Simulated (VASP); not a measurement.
The system is La.

```
La
1.0
     3.75000    0.00000    0.00000
    -1.87500    3.24760    0.00000
     0.00000    0.00000    6.07000
La
2
Direct
  0.33333 0.66667 0.25000
  0.66667 0.33333 0.75000
```

| Item | Value |
| --- | --- |
| Program | VASP 6.6.1 |
| Task | relaxation of cell and atoms |
| Functional | PBEsol |
| Potentials or basis | VASP PAW PBE potentials, release 64 (La) |
| Cutoff | 600 eV |
| k mesh | 7 × 7 × 4 |
| Occupations | gaussian, width 0.05 eV |
| Spin | no spin polarisation |

At the start: pressure -1.5 GPa; volume 36.96 Å³/atom.

Problem. How do energy, volume and symmetry change on relaxing?

Solution. Over 6 steps the energy falls by 17.2 meV/atom and the volume is 34.56 Å³/atom (-6.5 %); space group P6_3/mmc (No. 194, to 0.1 Å) before and after.

Step by step:
| step | energy change (eV) | largest force (eV/Å) | pressure (GPa) | volume (Å³) |
| --- | --- | --- | --- | --- |
| 1 | 0.0000 | 0.0000 | -1.48 | 73.92 |
| 2 | -0.0260 | 0.0000 | -0.28 | 70.34 |
| 3 | -0.0283 | 0.0000 | 0.16 | 69.18 |
| 4 | -0.0283 | 0.0000 | 0.23 | 69.00 |
| 5 | -0.0325 | 0.0000 | 0.19 | 69.05 |
| 6 | -0.0345 | 0.0000 | 0.12 | 69.11 |

Final structure:
```
La
1.0
     3.59746    0.00000    0.00000
    -1.79873    3.11549    0.00000
     0.00000    0.00000    6.16642
La
2
Direct
  0.33333 0.66667 0.25000
  0.66667 0.33333 0.75000
```

Caveat: the PAW data sets were made with another functional, which shifts forces and pressure a little.
